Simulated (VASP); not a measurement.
A run of VASP 6.6.1:

INCAR

```
SYSTEM = SiGe
ALGO = Normal
EDIFF = 1E-7
ENCUT = 520
GGA = PE
ISIF = 2
ISMEAR = 0
LASPH = .True.
LCHARG = .False.
LREAL = .False.
LWAVE = .False.
NBANDS = 36
NELM = 100
PREC = Accurate
SIGMA = 0.1
```

Contents of KPOINTS:

```
k-points
0
Gamma
  10 10 4
  0 0 0
```

POSCAR

```
SiGe
1.0
    3.7215492720      0.0000000000      0.0000000000
    0.0000000000      3.7797935784      0.0000000000
    0.0000000000      0.0000000000      9.5601542425
Si Ge
3 3
Direct
    0.5000000000      0.5000000000      0.1713530073
    0.5000000000      0.5000000000      0.8286469927
    0.0000000000      0.0000000000      0.5000000000
    0.5000000000      0.0000000000      0.3274891881
    0.0000000000      0.5000000000      0.0000000000
    0.5000000000      0.0000000000      0.6725108119
```

Potentials or basis: VASP PAW PBE potentials, release 64 (Si, Ge_d).

Command:

```console
$ cat potpaw_PBE.64/Si/POTCAR potpaw_PBE.64/Ge_d/POTCAR > POTCAR
$ mpirun -np 1 vasp_std > vasp.out
```

Hardware: 1 thread of Intel(R) Xeon(R) Platinum 8375C CPU @ 2.90GHz (Ice Lake), on a shared host.

Task: Estimate the wall time of this run.

Result: Wall time 6.1 min on 1 thread of Intel(R) Xeon(R) Platinum 8375C CPU @ 2.90GHz (Ice Lake), on a shared host, peak memory 0.5 GiB. Counts: scf iterations 14, k points 108.
